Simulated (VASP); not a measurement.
# Cu5Ru (F-43m) in VASP: single point with PBE

Aim: the single point of Cu5Ru with PBE.

All numbers are computed with VASP 6.6.1; they aren't measurements. Logs are shortened: lines on timing, memory, paths and dates and some standing lists are left out, and cuts for length are marked.

### Step 1. The cell of the first run

The structure is cubic, space group F-43m (No. 216). The conventional cell has a = 6.716 Å, b = 6.716 Å, c = 6.716 Å, α = 90.00°, β = 90.00°, γ = 90.00°. Within 3.7 Å of Ru (site symmetry -43m) lie 16 Cu at 2.78 to 2.91 Å. Within 3.7 Å of Cu (site symmetry -43m) lie 12 Cu at 2.78 Å and 4 Ru at 2.91 Å. Cu (site symmetry 3m) has 9 Cu at 2.37 to 2.78 Å and 3 Ru at 2.78 Å within 3.1 Å.

### Step 2. Single point, PBE

The input, POSCAR:

```
Cu5Ru
1.0
    0.0000000000      3.3579400000      3.3579400000
    3.3579400000      0.0000000000      3.3579400000
    3.3579400000      3.3579400000      0.0000000000
Ru Cu
1 5
Direct
    0.0000000000      0.0000000000      0.0000000000
    0.2500000000      0.2500000000      0.2500000000
    0.6250000000      0.6250000000      0.6250000000
    0.1250000000      0.6250000000      0.6250000000
    0.6250000000      0.6250000000      0.1250000000
    0.6250000000      0.1250000000      0.6250000000
```

The input, INCAR.step1:

```
SYSTEM = Cu5Ru
ALGO     = Normal         ! electronic algorithm
EDIFF    = 1E-6           ! SCF threshold, eV
ENCUT    = 520            ! plane-wave cutoff, eV
GGA      = PE             ! functional
ISIF     = 2              ! what is computed and relaxed
ISMEAR   = -1             ! smearing method
LASPH    = .True.         ! aspherical terms in the spheres
LCHARG   = .True.         ! write CHGCAR
LMAXMIX  = 4              ! l up to which the mixer works
LREAL    = .False.        ! projectors in reciprocal space
LWAVE    = .False.        ! write WAVECAR
NBANDS   = 44             ! bands
NELM     = 100            ! most SCF steps
PREC     = Accurate       ! precision mode
SIGMA    = 0.1            ! smearing width, eV
```

The input, KPOINTS.step1:

```
k-points
0
Gamma
  9 9 9
  0 0 0
```

The input, INCAR.step2:

```
SYSTEM = Cu5Ru
ALGO     = Normal         ! electronic algorithm
EDIFF    = 1E-6           ! SCF threshold, eV
ENCUT    = 520            ! plane-wave cutoff, eV
GGA      = PE             ! functional
ICHARG   = 11             ! starting density
ISIF     = 2              ! what is computed and relaxed
ISMEAR   = -5             ! smearing method
LASPH    = .True.         ! aspherical terms in the spheres
LCHARG   = .False.        ! write CHGCAR
LMAXMIX  = 4              ! l up to which the mixer works
LORBIT   = 11             ! projections on sites
LREAL    = .False.        ! projectors in reciprocal space
LWAVE    = .False.        ! write WAVECAR
NEDOS    = 2001           ! points of the DOS
NELM     = 100            ! most SCF steps
PREC     = Accurate       ! precision mode
SIGMA    = 0.1            ! smearing width, eV
```

The input, KPOINTS.step2:

```
k-points
0
Gamma
  14 14 14
  0 0 0
```

Potentials or basis: VASP PAW PBE potentials, release 64 (Ru_pv, Cu).

Launch:

```
cat potpaw_PBE.64/Ru_pv/POTCAR potpaw_PBE.64/Cu/POTCAR > POTCAR
cp INCAR.step1 INCAR
cp KPOINTS.step1 KPOINTS
mpirun -np 1 vasp_std > vasp.out
cp INCAR.step2 INCAR
cp KPOINTS.step2 KPOINTS
mpirun -np 1 vasp_std > vasp.out
```

OUTCAR:

```text
SYSTEM = Cu5Ru
   EDIFF = 1E-6
   ENCUT = 520
   GGA = PE
   ICHARG = 11
   ISIF = 2
   ISMEAR = -5
   LASPH = .True.
   LORBIT = 11
   LREAL = .False.
   NELM = 100
   PREC = Accurate

 ion  position               nearest neighbor table
   1  0.000  0.000  0.000-   3 2.78   5 2.78   6 2.78   3 2.78   4 2.78   5 2.78   3 2.78   4 2.78
                             6 2.78   4 2.78   6 2.78   5 2.78   2 2.91   2 2.91   2 2.91   2 2.91
   2  0.250  0.250  0.250-   4 2.78   6 2.78   3 2.78   4 2.78   6 2.78   3 2.78   4 2.78   5 2.78
                             3 2.78   5 2.78   6 2.78   5 2.78   1 2.91   1 2.91   1 2.91   1 2.91
   3  0.625  0.625  0.625-   4 2.37   5 2.37   6 2.37   5 2.37   6 2.37   4 2.37   1 2.78   2 2.78
                             1 2.78   2 2.78   1 2.78   2 2.78
   4  0.125  0.625  0.625-   3 2.37   5 2.37   6 2.37   3 2.37   5 2.37   6 2.37   2 2.78   1 2.78
                             1 2.78   2 2.78   2 2.78   1 2.78
   5  0.625  0.625  0.125-   3 2.37   3 2.37   4 2.37   6 2.37   6 2.37   4 2.37   1 2.78   2 2.78
                             1 2.78   2 2.78   1 2.78   2 2.78
   6  0.625  0.125  0.625-   3 2.37   5 2.37   3 2.37   4 2.37   5 2.37   4 2.37   2 2.78   1 2.78
                             2 2.78   2 2.78   1 2.78   1 2.78

  LATTYP: Found a face centered cubic cell.
 ALAT       =     6.7158800000

  Lattice vectors:

 A1 = (   0.0000000000,   3.3579400000,   3.3579400000)
 A2 = (   3.3579400000,   0.0000000000,   3.3579400000)
 A3 = (   3.3579400000,   3.3579400000,   0.0000000000)

Analysis of symmetry for initial positions (statically):
=====================================================================
 Subroutine PRICEL returns:
 Original cell was already a primitive cell.

 Routine SETGRP: Setting up the symmetry group for a
 face centered cubic supercell.

 Subroutine GETGRP returns: Found 24 space group operations
 (whereof 24 operations were pure point group operations)
 out of a pool of 48 trial point group operations.

The static configuration has the point symmetry T_d .

Analysis of symmetry for dynamics (positions and initial velocities):
=====================================================================
 Subroutine PRICEL returns:
 Original cell was already a primitive cell.

 Routine SETGRP: Setting up the symmetry group for a
 face centered cubic supercell.

 Subroutine GETGRP returns: Found 24 space group operations
 (whereof 24 operations were pure point group operations)
 out of a pool of 48 trial point group operations.
[... 124 lines left out ...]
   EMIN   =  10.00;   EMAX   =-10.00  energy-range for DOS
   EFERMI =   0.00;   METHOD = LEGACY
   ISMEAR =    -5;   SIGMA  =   0.10  broadening in eV -4-tet -1-fermi 0-gaus
   EFERMI_NEDOS =   21; number of points for ismear=-14 and -15
   IALGO  =     38    algorithm
   IMIX   =      4    mixing-type and parameters
     AMIX     =   0.40;   BMIX     =  1.00
     AMIX_MAG =   1.60;   BMIX_MAG =  1.00
  volume/ion in A,a.u.               =      12.62        85.17
  Fermi-wavevector in a.u.,A,eV,Ry     =   1.587115  2.999212 34.272157  2.518932
  Thomas-Fermi vector in A             =   2.686322
   LORBIT       =     11    0 simple, 1 ext, 2 COOP (PROOUT), +10 PAW based schemes
   GGA     = PE    functional components
   LHFCALC =     F    Hartree Fock is set to
   AEXX    =    0.0000 exact exchange contribution
   IVDW    =     0    specifies the selected vdW correction
   LEPSILON=     F    determine dielectric tensor
   LRPA    =     F    only Hartree local field effects (RPA)
 non-spin polarized calculation
 Fermi weights with tetrahedron method with Bloechl corrections
  energy-cutoff  :      520.00
  volume of cell :       75.73
 maximum number of plane-waves:      2085

 number of electron      69.0000019 magnetization

 Free energy of the ion-electron system (eV)
  ---------------------------------------------------
  ext. energy  EPLUGINS =         0.00000000
  ---------------------------------------------------
  free energy    TOTEN  =       -26.07007322 eV

  energy without entropy =      -26.07007322  energy(sigma->0) =      -26.07007322

 E-fermi :   7.7212     XC(G=0): -12.7305

 val. band max:        7.7362494943   @ k =  -0.3571   0.4286   0.2143
 cond. band min:       7.7266963619   @ k =  -0.2857   0.2143   0.0000
 fundamental gap:     -0.0095531324
 Fermi energy:         7.7212479922

 k-point     1 :       0.0000    0.0000    0.0000
  band No.  band energies     occupation
      1     -34.1212      2.00000
      2     -34.1212      2.00000
      3     -34.1212      2.00000
      4      -0.9957      2.00000
      5       2.5172      2.00000
      6       3.2124      2.00000
[... 1045 lines left out ...]
     40      14.0119      0.00000
     41      14.6446      0.00000

 [... further k-points ...]

------------------------ aborting loop because EDIFF is reached ----------------------------------------

  FORCE on cell =-STRESS in cart. coord.  units (eV):
  Direction    XX          YY          ZZ          XY          YZ          ZX
  --------------------------------------------------------------------------------------
  -------------------------------------------------------------------------------------
  Total        0.1426166      0.1426166      0.1426166     -0.0000000      0.0000000     -0.0000000
  in kB        3.0173927      3.0173927      3.0173927     -0.0000000      0.0000000     -0.0000000
  external PRESSURE =       3.0173927 kB  Pullay stress =       0.0000000 kB

 VOLUME and BASIS-vectors are now :
 -----------------------------------------------------------------------------
  energy-cutoff  :      520.00
  volume of cell :       75.73
      direct lattice vectors                 reciprocal lattice vectors
     0.000000000  3.357940000  3.357940000    -0.148900814  0.148900814  0.148900814
     3.357940000  0.000000000  3.357940000     0.148900814 -0.148900814  0.148900814
     3.357940000  3.357940000  0.000000000     0.148900814  0.148900814 -0.148900814

 POSITION                                       TOTAL-FORCE (eV/Angst)
 -----------------------------------------------------------------------------------
      0.00000      0.00000      0.00000        -0.000000     -0.000000      0.000000
      1.67897      1.67897      1.67897        -0.000000     -0.000000      0.000000
      4.19742      4.19742      4.19742         0.024747      0.024747      0.024747
      4.19742      2.51845      2.51845         0.024747     -0.024747     -0.024747
      2.51845      2.51845      4.19742        -0.024747     -0.024747      0.024747
      2.51845      4.19742      2.51845        -0.024747      0.024747     -0.024747
 -----------------------------------------------------------------------------------
    total drift:                               -0.000001     -0.000001     -0.000001

  FREE ENERGIE OF THE ION-ELECTRON SYSTEM (eV)
  ---------------------------------------------------
  free  energy   TOTEN  =       -26.0700732245 eV

  energy  without entropy=      -26.0700732245  energy(sigma->0) =      -26.07007322

 total charge

# of ion       s       p       d       tot
------------------------------------------
    1        0.282   6.138   6.020  12.440
    2        0.366   0.295   9.151   9.812
    3        0.478   0.426   9.177  10.081
    4        0.478   0.426   9.177  10.081
    5        0.478   0.426   9.177  10.081
    6        0.478   0.426   9.177  10.081
--------------------------------------------------
tot          2.561   8.138  51.878  62.577
```

OSZICAR.step1:

```text
N       E                     dE             d eps       ncg     rms          rms(c)
DAV:   1     0.716371121085E+03    0.71637E+03   -0.30389E+04  3112   0.260E+03
DAV:   2     0.566659207713E+02   -0.65971E+03   -0.63810E+03  3080   0.529E+02
DAV:   3    -0.278376960260E+02   -0.84504E+02   -0.78373E+02  3208   0.222E+02
DAV:   4    -0.319436846510E+02   -0.41060E+01   -0.40157E+01  4352   0.614E+01
DAV:   5    -0.320479165350E+02   -0.10423E+00   -0.10410E+00  5064   0.811E+00    0.224E+01
DAV:   6    -0.375777810549E+02   -0.55299E+01   -0.84429E+01  3624   0.200E+02    0.236E+01
DAV:   7    -0.267579562370E+02    0.10820E+02   -0.43596E+01  3936   0.822E+01    0.541E+00
DAV:   8    -0.261595149929E+02    0.59844E+00   -0.31730E+00  4132   0.302E+01    0.147E+00
DAV:   9    -0.261900291425E+02   -0.30514E-01   -0.84577E-01  3564   0.248E+01    0.166E+00
DAV:  10    -0.261717816911E+02    0.18247E-01   -0.14452E-01  3660   0.124E+01    0.119E+00
DAV:  11    -0.261527864728E+02    0.18995E-01   -0.55988E-02  4504   0.430E+00    0.145E-01
DAV:  12    -0.261531774686E+02   -0.39100E-03   -0.65136E-03  4720   0.845E-01    0.956E-02
DAV:  13    -0.261531476497E+02    0.29819E-04   -0.62635E-04  3432   0.380E-01    0.268E-02
DAV:  14    -0.261531558661E+02   -0.82164E-05   -0.44897E-05  4972   0.607E-02    0.171E-02
DAV:  15    -0.261531518586E+02    0.40076E-05   -0.97956E-06  3616   0.753E-02    0.317E-03
DAV:  16    -0.261531514087E+02    0.44986E-06   -0.32751E-06  2696   0.241E-02
   1 F= -.26153151E+02 E0= -.26071839E+02  d E =-.162625E+00
```

Wall time 5.8 min (1 thread of Intel Xeon Platinum 8375C at 2.90GHz (Ice Lake), shared host); peak memory 0.38 GiB.

What came out:

* Valence electrons inside the program's atomic spheres: Ru 12.44; Cu 9.81, 10.08 (each value once)

Levels at points of the mesh, in eV from the Fermi level:
| k point | band 30 | band 31 | band 32 | band 33 | band 34 | band 35 | band 36 | band 37 | band 38 | band 39 |
| --- | --- | --- | --- | --- | --- | --- | --- | --- | --- | --- |
| (0.00, 0.00, 0.00) | -1.06 | -1.06 | -1.06 | -0.56 | -0.56 | 0.26 | 3.33 | 3.33 | 3.33 | 4.92 |
| (0.50, 0.00, 0.00) | -1.06 | -0.72 | -0.72 | -0.45 | -0.18 | -0.18 | 1.21 | 2.31 | 2.31 | 5.07 |
| (0.50, 0.50, 0.00) | -1.60 | -1.51 | -0.21 | -0.07 | -0.07 | 0.10 | 0.47 | 0.47 | 1.93 | 2.83 |

Caveat: tetrahedron occupations give inexact forces and stress in metals.
